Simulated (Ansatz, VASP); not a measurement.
# One calculation of NaF, two programs

File INCAR:

```
PREC = Accurate
ENCUT = 520
EDIFF = 1E-6
ISMEAR = 0
SIGMA = 0.05
LREAL = F
LASPH = T
NELM = 100
ALGO = Normal
ISIF = 2
LWAVE = F
LCHARG = F
GGA = PS
NBANDS = 14
```

File KPOINTS:

```
regular mesh
0
Gamma
  8 8 8
```

The input POSCAR:

```
NaF
1.0
    0.0000000000      2.3813825000      2.4394650000
    2.3813825000      0.0000000000      2.4394650000
    2.3813825000      2.3813825000      0.0000000000
Na F
1 1
Direct
    0.0000000000      0.0000000000      0.0000000000
    0.5000000000      0.5000000000      0.5000000000
```

Input for Ansatz:

```yaml
crystal:
  lattice:
    - [0.0, 2.3813825, 2.439465]
    - [2.3813825, 0.0, 2.439465]
    - [2.3813825, 2.3813825, 0.0]
  atoms:
    - { symbol: Na, position: [0.0, 0.0, 0.0] }
    - { symbol: F, position: [0.5, 0.5, 0.5] }
basis:
  ecutwfc: 420
kpoints:
  mp_grid: { grid: [8, 8, 8] }
hamiltonian:
  xc: pbesol
scf:
  occupations: { method: gaussian, width: 0.05 }
output:
  forces: true
  stress: true
  eigenvalues: true
```

Change from the starting cell: strain +0.025 along x and y, +0.050 along z, atoms carried along.

Alike in both runs: task single point; functional PBEsol; k mesh 8 × 8 × 8; occupations gaussian, width 0.05 eV; no spin polarisation.

|  | VASP | Ansatz |
| --- | --- | --- |
| version | VASP 6.6.1 | Ansatz 0.2.0 |
| potentials or method | VASP PAW PBE potentials, release 64 (Na_pv, F), cutoff 520 eV | scalar-relativistic, plane waves, PAW |
| valence electrons in the cell | 14 | 16 |

```csv
,VASP,Ansatz,Ansatz less VASP
gap on the k mesh at the Fermi level (eV),5.64,5.66,+0.018
least direct gap on the mesh (eV),5.64,5.66,+0.018
pressure (GPa),-4.2,-4.1,+0.13
"traceless stress, the component that is largest in VASP (GPa)",-0.61,-0.59,+0.029
```

VASP's potentials were made for PBE, not for PBEsol. VASP's potentials hold 14 valence electrons a cell and Ansatz's 16, so a difference there can come from the potentials and not from the codes.
